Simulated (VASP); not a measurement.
CdF2, 3 atoms in the cell. It takes space group P-3m1 (No. 164, trigonal). The conventional cell has a = 3.495 Å, b = 3.495 Å, c = 3.635 Å, α = 90.00°, β = 90.00°, γ = 120.00°. Cd (site symmetry -3m) has 6 F at 2.23 Å within 2.9 Å. Within 2.9 Å of F (site symmetry 3m) lie 3 Cd at 2.23 Å and 6 F at 2.67 to 2.77 Å. 

```yaml
Program: VASP 6.6.1
Task: single point
Functional: r2SCAN
Potentials_or_basis: VASP PAW PBE potentials, release 64 (Cd_sv_GW, F)
Cutoff: 770 eV
k_mesh: 5 × 5 × 3
Occupations: gaussian, width 0.01 eV
Spin: no spin polarisation
Dipole_correction: no
Further_INCAR_settings: ALGO = Normal; EDIFF = 1e-06; NBANDS = 24
```

Potentials or basis: VASP PAW PBE potentials, release 64 (Cd_sv_GW, F).

The run is started by

```console
$ cat potpaw_PBE.64/Cd_sv_GW/POTCAR potpaw_PBE.64/F/POTCAR > POTCAR
$ cp INCAR.step1 INCAR
$ mpirun -np 1 vasp_std > vasp.out
$ cp INCAR.step2 INCAR
$ mpirun -np 1 vasp_std > vasp.out
```

Hardware: 1 thread of Intel(R) Xeon(R) Platinum 8488C (Sapphire Rapids) (shared host).

**Question.** Estimate the wall time of this run.

**Answer.** It took 59 s on 1 thread of Intel(R) Xeon(R) Platinum 8488C (Sapphire Rapids), with other jobs on the host, peak memory 0.2 GiB. Counts: k points 12.
